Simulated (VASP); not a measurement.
Input of a VASP 6.6.1 run:

Contents of INCAR:

```
PREC = Accurate ; ENCUT = 520
EDIFF = 1E-7 ; ISMEAR = 0
SIGMA = 0.1 ; LREAL = F
LASPH = T ; NELM = 100
ALGO = Normal ; ISIF = 2
LWAVE = F ; LCHARG = T
GGA = PS ; LELF = T
LVHAR = T ; NBANDS = 8
```

The input KPOINTS:

```
Automatic mesh
0
Gamma
  12 12 12
```

POSCAR

```
Sb
1.0
    3.1235336000     -0.1264000000     -0.1264000000
   -0.1264000000      3.1235336000     -0.1264000000
   -0.1264000000     -0.1264000000      3.1235336000
Sb
1
Direct
    0.0000000000      0.0000000000      0.0000000000
```

Potentials or basis: VASP PAW PBE potentials, release 64 (Sb).

Command:

```sh
$ cat potpaw_PBE.64/Sb/POTCAR > POTCAR
$ mpirun -np 1 vasp_std > vasp.out
```

(1) Estimate the pressure.

(2) Predict the band gap on the k mesh.

Results:

(1) -3.2 GPa.

(2) zero (an odd number of electrons rules out a gap without spin polarisation).

Caveat: the cell differs from its parent crystal (strained); the cell stands under tension; the PAW data sets were made with another functional, which shifts forces and pressure a little; spin-orbit coupling is left out, which moves the levels of the heavy elements.
